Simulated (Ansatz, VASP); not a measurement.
**Al: VASP beside Ansatz**

Contents of INCAR:

```
ALGO     = Normal         # electronic algorithm
EDIFF    = 1E-7           # SCF threshold, eV
ENCUT    = 520            # plane-wave cutoff, eV
GGA      = PS             # functional
ISIF     = 2              # what is computed and relaxed
ISMEAR   = 0              # smearing method
LASPH    = True           # aspherical terms in the spheres
LCHARG   = False          # write CHGCAR
LREAL    = False          # projectors in reciprocal space
LWAVE    = False          # write WAVECAR
NBANDS   = 8              # bands
NELM     = 100            # most SCF steps
PREC     = Accurate       # precision mode
SIGMA    = 0.15           # smearing width, eV
```

Contents of KPOINTS:

```
k-points
0
Gamma
  20 20 20
```

POSCAR

```
Al
1.0
    0.0000000000      2.0846994000      2.0846994000
    2.0846994000      0.0000000000      2.0846994000
    2.0846994000      2.0846994000      0.0000000000
Al
1
Direct
    0.0000000000      0.0000000000      0.0000000000
```

Input for Ansatz:

```yaml
crystal:
  lattice:
    - [0.0, 2.0846994, 2.0846994]
    - [2.0846994, 0.0, 2.0846994]
    - [2.0846994, 2.0846994, 0.0]
  atoms:
    - { symbol: Al, position: [0.0, 0.0, 0.0] }
basis:
  ecutwfc: 420
kpoints:
  mp_grid: { grid: [20, 20, 20] }
hamiltonian:
  xc: pbesol
scf:
  occupations: { method: gaussian, width: 0.15 }
output:
  forces: true
  stress: true
  eigenvalues: true
```

Change from the starting cell: strain +0.030 along x and y, +0.030 along z, atoms carried along.

Alike in both runs: task single point; functional PBEsol; k mesh 20 × 20 × 20; occupations gaussian, width 0.15 eV; no spin polarisation.

|  | VASP | Ansatz |
| --- | --- | --- |
| version | VASP 6.6.1 | Ansatz 0.2.0 |
| potentials or method | VASP PAW PBE potentials, release 64 (Al), cutoff 520 eV | scalar-relativistic, plane waves, PAW |
| valence electrons in the cell | 3 | 3 |

```tsv
	VASP	Ansatz	Ansatz less VASP
gap on the k mesh at the Fermi level (eV)	none	none	-
pressure (GPa)	-7.1	-7.1	-0.03
```

VASP's potentials were made for PBE, not for PBEsol. A gap of «none» marks a metal or a gap that the smearing closes. The functional is the same, so the differences come from potentials, cutoffs and numerics.
